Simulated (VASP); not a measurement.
SrTiO3, 5 atoms in the cell. It takes space group Pm-3m (No. 221, cubic). The conventional cell has a = 3.867 Å, b = 3.867 Å, c = 3.867 Å, α = 90.00°, β = 90.00°, γ = 90.00°. Sr (site symmetry m-3m) has 12 O at 2.73 Å and 8 Ti at 3.35 Å within 3.6 Å. Ti (site symmetry m-3m) has 6 O at 1.93 Å within 2.6 Å. Within 2.6 Å of O (site symmetry 4/mmm) lie 2 Ti at 1.93 Å. 

- Program: VASP 6.6.1
- Task: single point
- Functional: r2SCAN
- Potentials or basis: VASP PAW PBE potentials, release 64 (Sr_sv, Ti_sv, O_h)
- Cutoff: 910 eV
- k mesh: 6 × 6 × 6
- Occupations: gaussian, width 0.01 eV
- Spin: no spin polarisation
- Dipole correction: no
- Further INCAR settings: ALGO = Normal; EDIFF = 1e-06; NBANDS = 28

Potentials or basis: VASP PAW PBE potentials, release 64 (Sr_sv, Ti_sv, O_h).

Launch:

```sh
$ cat potpaw_PBE.64/Sr_sv/POTCAR potpaw_PBE.64/Ti_sv/POTCAR potpaw_PBE.64/O_h/POTCAR > POTCAR
$ cp INCAR.step1 INCAR
$ mpirun -np 1 vasp_std > vasp.out
$ cp INCAR.step2 INCAR
$ mpirun -np 1 vasp_std > vasp.out
```

Hardware: 1 thread of AMD EPYC 7R43 64-Core Processor (Zen 3), with other jobs on the host.

Estimate the wall time of this run.

Wall time 6.3 min on 1 thread of AMD EPYC 7R43 64-Core Processor (Zen 3), on a shared host, peak memory 0.28 GiB. Counts: k points 20.
